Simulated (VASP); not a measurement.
Wanted: the native input for a VASP 6.6.1 run.

```
Task                   : single point
Functional             : PBEsol
Potentials or basis    : VASP PAW PBE potentials, release 64 (Bi_d)
Cutoff                 : 500 eV
k mesh                 : 7 × 7 × 7
Occupations            : methfessel-paxton, width 0.05 eV
Spin                   : no spin polarisation
Dipole correction      : no
Further INCAR settings : ALGO = Normal; EDIFF = 1e-06; NBANDS = 38
```

The structure of Bi lies in POSCAR:

```
Bi
1.0
   -4.4497480000      4.4497480000      2.0656320000
    4.4497480000     -4.4497480000      2.0656320000
    4.4497480000      4.4497480000     -2.0656320000
Bi
4
Direct
    0.3543445000      0.8543445000      0.2086890000
    0.8543445000      0.6456555000      0.5000000000
    0.6456555000      0.1456555000      0.7913110000
    0.1456555000      0.3543445000      0.5000000000
```

One way to write it, as run:

INCAR

```
PREC = Accurate
ENCUT = 500
EDIFF = 1E-6
ISMEAR = 1
SIGMA = 0.05
LREAL = F
LASPH = T
NELM = 120
ALGO = Normal
ISIF = 2
LWAVE = F
LCHARG = F
GGA = PS
NBANDS = 38
GGA_COMPAT = F
```

KPOINTS

```
regular mesh
0
Gamma
  7 7 7
```

Potentials or basis: VASP PAW PBE potentials, release 64 (Bi_d).

The run is started by

```sh
$ cat potpaw_PBE.64/Bi_d/POTCAR > POTCAR
$ mpirun -np 1 vasp_std > vasp.out
```

It gave:

```yaml
Pressure: -1.8 GPa
Largest_force: 0.125 eV/Å
Band_gap_on_the_k_mesh: zero (bands 30 and 31 overlap by 1.44 eV)
```

Caveat: the PAW data sets were made with another functional, which shifts forces and pressure a little; spin-orbit coupling is left out, which moves the levels of the heavy elements.

It took 110 s on 1 thread of Intel(R) Xeon(R) 6975P-C (Granite Rapids), on a shared host, peak memory 0.39 GiB.
